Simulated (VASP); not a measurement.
Input of a VASP 6.6.1 run:

File INCAR:

```
PREC = Accurate
ENCUT = 520
EDIFF = 1E-6
ISMEAR = -1
SIGMA = 0.1
LREAL = False
LASPH = True
NELM = 80
ALGO = Normal
ISIF = 2
LWAVE = False
LCHARG = False
GGA = CA
NBANDS = 12
```

The input KPOINTS:

```
Automatic mesh
0
Gamma
  12 12 12
```

File POSCAR:

```
Tl
1.0
    3.2029526799      0.0000000000      0.0000000000
    0.0000000000      3.2029526799      0.0000000000
    0.0000000000      0.0000000000      3.2029526799
Tl
1
Direct
    0.0000000000      0.0000000000      0.0000000000
```

Potentials or basis: VASP PAW LDA potentials, release 64 (Tl_d).

Run with:

```console
$ cat potpaw_LDA.64/Tl_d/POTCAR > POTCAR
$ mpirun -np 1 vasp_std > vasp.out
```

(1) Predict the pressure.

## Answers

(1) -2.9 GPa.
